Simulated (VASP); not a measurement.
TaN:

```
Ta N
1.0
     0.00000    2.21132    2.21132
     2.21132    0.00000    2.21132
     2.21132    2.21132    0.00000
Ta N
1 1
Cartesian
  2.2113 2.2113 2.2113
  0.0000 0.0000 0.0000
```

Base run:

- Program: VASP 6.6.1
- Functional: r2SCAN
- Potentials or basis: VASP PAW PBE potentials, release 64 (Ta_sv_GW, N_h)
- Cutoff: 1460 eV
- k mesh: 10 × 10 × 10
- Occupations: fermi-dirac, width 0.05 eV
- Spin: no spin polarisation
- Hubbard terms: Ta d U = 6.0 eV

Its results: band gap on the k mesh zero (bands 9 and 10 overlap by 4.00 eV); pressure 11.9 GPa.

Task: The run is repeated on the same cell with these changes: hubbard terms from Ta d U = 6.0 eV to Ta d U = 4.0 eV. What comes out?

Result: Band gap on the k mesh zero (bands 9 and 10 overlap by 4.04 eV); pressure 5.5 GPa.

Caveats: the cell stands under pressure; the PAW data sets were made with another functional, which shifts forces and pressure a little; spin-orbit coupling is left out, which moves the levels of the heavy elements; U without spin polarisation on a metal has little footing.
